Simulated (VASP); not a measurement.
A run of VASP 6.6.1:

File INCAR:

```
  PREC = Accurate
  ENCUT = 520
  EDIFF = 1E-6
  ISMEAR = -1
  SIGMA = 0.1
  LREAL = False
  LASPH = True
  NELM = 80
  ALGO = Normal
  ISIF = 2
  LWAVE = False
  LCHARG = False
  GGA = PS
  NBANDS = 17
```

Contents of KPOINTS:

```
Automatic mesh
0
Gamma
  12 12 12
```

File POSCAR:

```
SnTe
1.0
    0.0000000000      3.4652781041      3.4652781041
    3.4652781041      0.0000000000      3.4652781041
    3.4652781041      3.4652781041      0.0000000000
Sn Te
1 1
Direct
    0.0000000000      0.0000000000      0.0000000000
    0.2500000000      0.2500000000      0.2500000000
```

Potentials or basis: VASP PAW PBE potentials, release 64 (Sn_d, Te).

Command:

```bash
$ cat potpaw_PBE.64/Sn_d/POTCAR potpaw_PBE.64/Te/POTCAR > POTCAR
$ mpirun -np 1 vasp_std > vasp.out
```

Hardware: 1 thread of Intel(R) Xeon(R) 6975P-C (Granite Rapids) (shared host).

How long does it take, and how much memory?

Wall time 27 s on 1 thread of Intel(R) Xeon(R) 6975P-C (Granite Rapids), on a shared host, peak memory 0.27 GiB. Counts: scf iterations 12, k points 72.
